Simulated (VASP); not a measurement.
Runs of VASP 6.6.1 on N. The cells are those of the table. 

```tsv
cell	gap on the mesh (eV)	pressure (GPa)	largest force (eV/Å)
a = 3.527, b = 3.527, c = 16.874 Å, angles 91.5, 88.5, 60.0°, 8 atoms	6.62	1.8	1.53
a = 3.527, b = 3.527, c = 16.861 Å, angles 91.0, 89.0, 60.0°, 8 atoms	6.62	1.8	1.53
a = 3.527, b = 3.527, c = 16.853 Å, angles 90.5, 89.5, 60.0°, 8 atoms	6.62	1.8	1.53
a = 3.527, b = 3.527, c = 13.978 Å, angles 91.8, 88.2, 60.0°, 8 atoms	6.38	2.3	1.53
a = 3.527, b = 3.527, c = 14.028 Å, angles 93.0, 87.0, 60.0°, 8 atoms	(b)	2.4	1.55
a = 3.527, b = 3.527, c = 13.963 Å, angles 91.2, 88.8, 60.0°, 8 atoms	(a)	2.2	1.53
a = 3.527, b = 3.527, c = 16.914 Å, angles 92.5, 87.5, 60.0°, 8 atoms	6.62	1.8	1.53
a = 3.527, b = 3.527, c = 16.891 Å, angles 92.0, 88.0, 60.0°, 8 atoms	6.62	1.8	1.53
```

Alike in all rows: task single point; level LDA; potentials or basis VASP PAW LDA potentials, release 64 (N); no spin polarisation; k mesh 7 × 7 × 2; cutoff (eV) 520; smearing gaussian 0.05 eV.

Estimate the missing entries.

(a) 6.40; (b) 6.37.

Caveats: the standard files for N, O and F lose accuracy on very short bonds; forces of over 1 eV/Å act on the atoms, so gaps and moduli don't describe the material at rest; the stress differs along the axes, from -0 to 6 GPa (at least some runs); the stress differs along the axes, from -0 to 7 GPa (at least some runs).

A k mesh can miss the band edges.
